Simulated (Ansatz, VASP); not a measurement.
# One calculation of SiSe2, two programs

```
Si Se
1.0
    -3.11202    5.01022    2.93545
     3.11202   -5.01022    2.93545
     3.11202    5.01022   -2.93545
Si Se
2 4
Direct
  0.75000 0.75000 0.00000
  0.25000 0.25000 0.00000
  0.12065 0.20322 0.32387
  0.87935 0.79678 0.67613
  0.37935 0.70322 0.08257
  0.62065 0.29678 0.91743
```

Alike in both runs: task relaxation of cell and atoms; functional PBE; dispersion D3(BJ); k mesh 6 × 6 × 6; occupations gaussian, width 0.02 eV; no spin polarisation.

|  | VASP | Ansatz |
| --- | --- | --- |
| version | VASP 6.6.1 | Ansatz 0.2.0 |
| potentials or method | VASP PAW PBE potentials, release 64 (Si, Se), cutoff 500 eV | scalar-relativistic, plane waves, PAW |
| valence electrons in the cell | 32 | 72 |

```csv
,VASP,Ansatz,Ansatz less VASP
"gap on the k mesh at the Fermi level, each at its own relaxed structure (eV)",1.50,1.51,+0.011
relaxed volume (Å³/atom),26.98,27.06,+0.072
relaxed cell length with the largest relative difference (Å),6.265,6.302,+0.0374
```

VASP's potentials hold 32 valence electrons a cell and Ansatz's 72, so a difference there can come from the potentials and not from the codes.
